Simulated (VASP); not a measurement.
Wanted: the native input for a VASP 6.6.1 run.

```
Task                   : single point
Functional             : r2SCAN
Potentials or basis    : VASP PAW PBE potentials, release 64 (Al, N)
Cutoff                 : 520 eV
k mesh                 : 10 × 10 × 10
Occupations            : gaussian, width 0.01 eV
Spin                   : no spin polarisation
Dipole correction      : no
Further INCAR settings : ALGO = Normal; EDIFF = 1e-06; NBANDS = 11
```

AlN:

```
Al N
1.0
     2.16305    2.16305    0.00000
    -2.16305    2.16305    0.00000
     0.00000    2.16305    2.20726
Al N
1 1
Direct
  0.00000 0.00000 0.00000
  0.25000 0.75000 0.50000
```

This cell differs from its parent crystal: film at in-plane strain -0.01.

The input as run:

POSCAR

```
AlN
1.0
    2.1630508498      2.1630508498      0.0000000000
   -2.1630508498      2.1630508498      0.0000000000
    0.0000000000      2.1630508498      2.2072582071
Al N
1 1
Direct
    0.0000000000      0.0000000000      0.0000000000
    0.2500000000      0.7500000000      0.5000000000
```

INCAR.step1

```
SYSTEM = AlN
ALGO = Normal
EDIFF = 1E-4
ENCUT = 520
GGA = PE
ISMEAR = 0
LASPH = .True.
LCHARG = .False.
LREAL = .False.
LWAVE = .True.
NBANDS = 11
NELM = 100
PREC = Accurate
SIGMA = 0.01
```

INCAR.step2

```
SYSTEM = AlN
ALGO = Normal
EDIFF = 1E-6
ENCUT = 520
ISIF = 2
ISMEAR = 0
ISTART = 1
LASPH = .True.
LCHARG = .True.
LELF = .True.
LMIXTAU = .True.
LREAL = .False.
LVHAR = .True.
LWAVE = .False.
METAGGA = R2SCAN
NBANDS = 11
NELM = 100
PREC = Accurate
SIGMA = 0.01
```

KPOINTS

```
k-points
0
Gamma
  10 10 10
  0 0 0
```

Potentials or basis: VASP PAW PBE potentials, release 64 (Al, N).

The run is started by

```bash
$ cat potpaw_PBE.64/Al/POTCAR potpaw_PBE.64/N/POTCAR > POTCAR
$ cp INCAR.step1 INCAR
$ mpirun -np 1 vasp_std > vasp.out
$ cp INCAR.step2 INCAR
$ mpirun -np 1 vasp_std > vasp.out
```

Results of the run:

| Item | Value |
| --- | --- |
| Pressure | 1.7 GPa |
| Band gap on the k mesh | 3.88 eV, indirect (least direct gap 4.94 eV) |

Caveat: the cell differs from its parent crystal (film at in-plane strain -0.01); the PAW data sets were made with another functional, which shifts forces and pressure a little.

Run time: 46 s on 1 thread of Intel Xeon 6975P-C, with other jobs on the host, peak memory 0.15 GiB.
